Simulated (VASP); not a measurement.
# Co2PtO4 in VASP: single point with PBE

Aim: the single point of Co2PtO4 with PBE.

Program: VASP 6.6.1. These are calculated values, not measurements. Logs are shortened: lines on timing, memory, paths and dates and some standing lists are left out, and cuts for length are marked.

### Step 1. The cell of the first run

The cell holds a slab with vacuum, 7 atoms: a = 2.825 Å, b = 2.825 Å, c = 22.879 Å, α = 90.00°, β = 90.00°, γ = 120.00°.

### Step 2. Single point, PBE, collinear spin, ferromagnetic start

File INCAR:

```
ALGO = Normal ; DIPOL = 0.5 0.5 0.500
EDIFF = 1E-6 ; ENCUT = 520
GGA = PE ; GGA_COMPAT = F
IDIPOL = 3 ; ISIF = 2
ISMEAR = -1 ; ISPIN = 2
LASPH = T ; LCHARG = F
LDIPOL = T ; LMAXMIX = 4
LORBIT = 11 ; LREAL = F
LWAVE = F ; MAGMOM = 0 0 0 0 2 2 0
NBANDS = 51 ; NELM = 200
NELMDL = -8 ; PREC = Accurate
SIGMA = 0.05
```

File KPOINTS:

```
k-points
0
Gamma
  11 11 1
```

File POSCAR:

```
Co2PtO4
1.0
    2.8245398345      0.0000000000      0.0000000000
   -1.4122699173      2.4461232507      0.0000000000
    0.0000000000      0.0000000000     22.8788124025
O Co Pt
4 2 1
Direct
    0.0000000000      0.0000000000      0.3278142182
    0.6666666667      0.3333333333      0.4125836222
    0.6666666667      0.3333333333      0.5874163778
    0.3333333333      0.6666666667      0.6721857818
    0.3333333333      0.6666666667      0.3701989202
    0.0000000000      0.0000000000      0.6298010798
    0.6666666667      0.3333333333      0.5000000000
```

Potentials or basis: VASP PAW PBE potentials, release 64 (O, Co_sv, Pt_sv_GW).

Launch:

```console
$ cat potpaw_PBE.64/O/POTCAR potpaw_PBE.64/Co_sv/POTCAR potpaw_PBE.64/Pt_sv_GW/POTCAR > POTCAR
$ mpirun -np 1 vasp_std > vasp.out
```

OUTCAR:

```text
EDIFF = 1E-6
   ENCUT = 520
   GGA = PE
   ISIF = 2
   ISMEAR = -1
   ISPIN = 2
   LASPH = T
   LORBIT = 11
   LREAL = F
   NELM = 200
   NELMDL = -8
   PREC = Accurate

 ion  position               nearest neighbor table
   1  0.000  0.000  0.328-   5 1.90   5 1.90   5 1.90
   2  0.667  0.333  0.413-   5 1.90   5 1.90   5 1.90   7 2.00
   3  0.667  0.333  0.587-   6 1.90   6 1.90   6 1.90   7 2.00
   4  0.333  0.667  0.672-   6 1.90   6 1.90   6 1.90
   5  0.333  0.667  0.370-   2 1.90   2 1.90   1 1.90   1 1.90   1 1.90   2 1.90
   6  0.000  0.000  0.630-   4 1.90   3 1.90   4 1.90   3 1.90   4 1.90   3 1.90
   7  0.667  0.333  0.500-   2 2.00   3 2.00

  LATTYP: Found a hexagonal cell.
 ALAT       =     2.8245398345
 C/A-ratio  =     8.1000140706

  Lattice vectors:

 A1 = (   2.8245398345,   0.0000000000,   0.0000000000)
 A2 = (  -1.4122699173,   2.4461232507,   0.0000000000)
 A3 = (   0.0000000000,   0.0000000000,  22.8788124025)

Analysis of symmetry for initial positions (statically):
=====================================================================
 Subroutine PRICEL returns:
 Original cell was already a primitive cell.

 Routine SETGRP: Setting up the symmetry group for a
 hexagonal supercell.

 Subroutine GETGRP returns: Found 12 space group operations
 (whereof  6 operations were pure point group operations)
 out of a pool of 24 trial point group operations.

The static configuration has the point symmetry C_3v.
 The point group associated with its full space group is D_3d.

Analysis of symmetry for dynamics (positions and initial velocities):
=====================================================================
 Subroutine PRICEL returns:
 Original cell was already a primitive cell.

 Routine SETGRP: Setting up the symmetry group for a
 hexagonal supercell.

 Subroutine GETGRP returns: Found 12 space group operations
 (whereof  6 operations were pure point group operations)
 out of a pool of 24 trial point group operations.

The dynamic configuration has the point symmetry C_3v.
 The point group associated with its full space group is D_3d.

Analysis of structural, dynamic, and magnetic symmetry:
=====================================================================
 Subroutine PRICEL returns:
 Original cell was already a primitive cell.

 Routine SETGRP: Setting up the symmetry group for a
 hexagonal supercell.

 Subroutine GETGRP returns: Found 12 space group operations
 (whereof  6 operations were pure point group operations)
 out of a pool of 24 trial point group operations.

The overall configuration has the point symmetry C_3v.
 The point group associated with its full space group is D_3d.

 Subroutine INISYM returns: Found 12 space group operations
 (whereof  6 operations are pure point group operations),
 and found     1 'primitive' translations

----------------------------------------------------------------------------------------

                                     Primitive cell

  volume of cell :     158.0737

  direct lattice vectors                    reciprocal lattice vectors
     2.824539834  0.000000000  0.000000000     0.354039971  0.204405072  0.000000000
    -1.412269917  2.446123251  0.000000000     0.000000000  0.408810145  0.000000000
     0.000000000  0.000000000 22.878812402     0.000000000  0.000000000  0.043708562

  length of vectors
     2.824539834  2.824539835 22.878812402     0.408810145  0.408810145  0.043708562

  position of ions in fractional coordinates (direct lattice)
     0.000000000  0.000000000  0.327814218
     0.666666667  0.333333333  0.412583622
     0.666666667  0.333333333  0.587416378
     0.333333333  0.666666667  0.672185782
     0.333333333  0.666666667  0.370198920
     0.000000000  0.000000000  0.629801080
     0.666666667  0.333333333  0.500000000

  ion indices of the primitive-cell ions
   primitive index   ion index
                 1           1
                 2           2
                 3           3
                 4           4
                 5           5
                 6           6
                 7           7

[... 55 lines left out ...]
   ICHARG =      2    charge: 1-file 2-atom 10-const
   ISPIN  =      2    spin polarized calculation?
   LNONCOLLINEAR =      F non collinear calculations
   LSORBIT =      F    spin-orbit coupling
   LASPH  =      T    aspherical Exc in radial PAW
   ENCUT  =  520.0 eV  38.22 Ry    6.18 a.u.   5.25  5.25 42.54*2*pi/ulx,y,z
   NELM   =    200;   NELMIN=  2; NELMDL= -8     # of ELM steps
   EDIFF  = 0.1E-05   stopping-criterion for ELM
   LREAL  =      F    real-space projection
   EDIFFG = 0.1E-04   stopping-criterion for IOM
   NSW    =      0    number of steps for IOM
   IBRION =     -1    ionic relax: 0-MD 1-quasi-New 2-CG
   NFREE  =      0    steps in history (QN), initial steepest desc. (CG)
   ISIF   =      2    stress and relaxation
   ISYM   =      2    0-nonsym 1-usesym 2-fastsym
   POTIM  = 0.5000    time-step for ionic-motion
   TEBEG  =    0.0;   TEEND  =   0.0 temperature during run
   PSTRESS=    0.0 pullay stress
   NELECT =      76.0000    total number of electrons
   NUPDOWN=      -1.0000    fix difference up-down
   EMIN   =  10.00;   EMAX   =-10.00  energy-range for DOS
   EFERMI =   0.00;   METHOD = LEGACY
   ISMEAR =    -1;   SIGMA  =   0.05  broadening in eV -4-tet -1-fermi 0-gaus
   EFERMI_NEDOS =   21; number of points for ismear=-14 and -15
   IALGO  =     38    algorithm
   IMIX   =      4    mixing-type and parameters
     AMIX     =   0.40;   BMIX     =  1.00
     AMIX_MAG =   1.60;   BMIX_MAG =  1.00
  volume/ion in A,a.u.               =      22.58       152.39
  Fermi-wavevector in a.u.,A,eV,Ry     =   1.282506  2.423586 22.379169  1.644823
  Thomas-Fermi vector in A             =   2.414814
   LORBIT       =     11    0 simple, 1 ext, 2 COOP (PROOUT), +10 PAW based schemes
   GGA     = PE    functional components
   LHFCALC =     F    Hartree Fock is set to
   AEXX    =    0.0000 exact exchange contribution
   IVDW    =     0    specifies the selected vdW correction
   LEPSILON=     F    determine dielectric tensor
   LRPA    =     F    only Hartree local field effects (RPA)
 spin polarized calculation
  energy-cutoff  :      520.00
  volume of cell :      158.07
 maximum number of plane-waves:      4284
 NGX is ok and might be reduce to    24
   NGX = 11   NGY = 11   NGZ = 85

 dipolmoment           0.000000      0.000000      0.000000 electrons x Angstroem

 number of electron      75.9999982 magnetization       0.8978187

 dipolmoment           0.000000      0.000000     -0.000000 electrons x Angstroem

 Free energy of the ion-electron system (eV)
  ---------------------------------------------------
  ext. energy  EPLUGINS =         0.00000000
  ---------------------------------------------------
  free energy    TOTEN  =       -46.24029522 eV

  energy without entropy =      -46.20089915  energy(sigma->0) =      -46.22059718

 E-fermi :  -1.1665     XC(G=0):  -5.9014

 val. band max:       -1.1689317011   @ k =   0.3636   0.2727   0.0000
 cond. band min:      -1.1496146101   @ k =   0.2727   0.2727   0.0000
 fundamental gap:      0.0193170910
 Fermi energy:        -1.1664643162

 spin component 1

 k-point     1 :       0.0000    0.0000    0.0000
  band No.  band energies     occupation
      1     -99.7427      1.00000
      2     -96.7392      1.00000
      3     -96.7392      1.00000
      4     -60.0280      1.00000
      5     -60.0272      1.00000
      6     -59.9422      1.00000
[... 837 lines left out ...]
     49      12.6104      0.00000
     50      12.6400      0.00000
 Fermi energy:        -1.1664643162

 spin component 2

 k-point     1 :       0.0000    0.0000    0.0000
  band No.  band energies     occupation
      1     -99.7418      1.00000
      2     -96.3439      1.00000
      3     -96.3439      1.00000
      4     -59.6039      1.00000
      5     -59.6039      1.00000
      6     -59.6038      1.00000
[... 837 lines left out ...]
     49      12.6627      0.00000
     50      12.7295      0.00000
 [bands above 50 left out]

------------------------ aborting loop because EDIFF is reached ----------------------------------------

 vacuum level on the upper side and lower side of the slab       (xc-potential included)        -0.180        -0.180

  FORCE on cell =-STRESS in cart. coord.  units (eV):
  Direction    XX          YY          ZZ          XY          YZ          ZX
  --------------------------------------------------------------------------------------
  -------------------------------------------------------------------------------------
  Total       -0.4702231     -0.4702231     -0.5747955      0.0000000      0.0000000      0.0000000
  in kB       -4.7660112     -4.7660112     -5.8259184      0.0000000      0.0000000      0.0000000
  external PRESSURE =      -5.1193136 kB  Pullay stress =       0.0000000 kB

 VOLUME and BASIS-vectors are now :
 -----------------------------------------------------------------------------
  energy-cutoff  :      520.00
  volume of cell :      158.07
      direct lattice vectors                 reciprocal lattice vectors
     2.824539834  0.000000000  0.000000000     0.354039971  0.204405072  0.000000000
    -1.412269917  2.446123251  0.000000000     0.000000000  0.408810145  0.000000000
     0.000000000  0.000000000 22.878812402     0.000000000  0.000000000  0.043708562

 POSITION                                       TOTAL-FORCE (eV/Angst)
 -----------------------------------------------------------------------------------
      0.00000      0.00000      7.50000         0.000000      0.000000      1.089279
      1.41227      0.81537      9.43942         0.000000      0.000000      0.313941
      1.41227      0.81537     13.43939        -0.000000     -0.000000     -0.313941
     -0.00000      1.63075     15.37881         0.000000     -0.000000     -1.089279
     -0.00000      1.63075      8.46971        -0.000000      0.000000     -1.714975
      0.00000      0.00000     14.40910        -0.000000      0.000000      1.714975
      1.41227      0.81537     11.43941         0.000000      0.000000     -0.000000
 -----------------------------------------------------------------------------------
    total drift:                               -0.000000      0.000000     -0.000000

  FREE ENERGIE OF THE ION-ELECTRON SYSTEM (eV)
  ---------------------------------------------------
  free  energy   TOTEN  =       -46.2402952155 eV

  energy  without entropy=      -46.2008991504  energy(sigma->0) =      -46.22059718

 vacuum level on the upper side and lower side of the slab         6.451         6.451

 total charge

# of ion       s       p       d       f       tot
--------------------------------------------------
    1        1.587   3.329   0.000   0.000   4.916
    2        1.559   3.468   0.000   0.000   5.027
    3        1.559   3.468   0.000   0.000   5.027
    4        1.587   3.329   0.000   0.000   4.916
    5        2.213   6.145   6.621   0.000  14.979
    6        2.213   6.145   6.621   0.000  14.979
    7        4.294   6.082   7.418   0.032  17.826
--------------------------------------------------
tot         15.014  31.964  20.659   0.032  67.669

 magnetization (x)

# of ion       s       p       d       f       tot
--------------------------------------------------
    1        0.001   0.064   0.000   0.000   0.065
    2        0.000   0.021   0.000   0.000   0.021
    3        0.000   0.021   0.000   0.000   0.021
    4        0.001   0.064   0.000   0.000   0.065
    5        0.002   0.003   0.332   0.000   0.338
    6        0.002   0.003   0.332   0.000   0.338
    7        0.005   0.000   0.002   0.000   0.008
--------------------------------------------------
tot          0.011   0.176   0.667   0.000   0.854
```

It took 15 min on 1 thread of Intel Xeon Platinum 8375C at 2.90GHz (Ice Lake), shared host; peak memory 0.52 GiB.

Results:

```
Free energy                                           : -46.2403 eV
Largest force                                         : 1.715 eV/Å
Net moment                                            : 0.90 μB per cell
Site moments                                          : O +0.07, +0.02 (each value once); Co +0.34; Pt +0.01 μB
Valence electrons inside the program's atomic spheres : O 4.92, 5.03 (each value once); Co 14.98; Pt 17.83
```

Forces in eV/Å, atoms in the order of the input:
```
O    0.000  0.000  1.089
O    0.000  0.000  0.314
O    0.000  0.000 -0.314
O    0.000  0.000 -1.089
Co   0.000  0.000 -1.715
Co   0.000  0.000  1.715
Pt   0.000  0.000  0.000
```

Levels at points of the mesh, in eV from the Fermi level:
Spin up:
```tsv
k point	band 37	band 38	band 39	band 40	band 41	band 42
(0.00, 0.00, 0.00)	-0.58	-0.43	-0.33	2.27	2.27	2.45
```
Spin down:
```
           k point  band 34  band 35  band 36  band 37  band 38  band 39  band 40  band 41  band 42  band 43
(0.00, 0.00, 0.00)    -1.21    -1.21    -0.56    -0.56     0.10     0.22     2.45     2.45     2.62     2.62
```

Caveat: spin-orbit coupling is left out, which moves the levels of the heavy elements; semilocal functionals often make such compounds metallic where correlation or magnetic order opens a gap, which also shifts bond lengths.
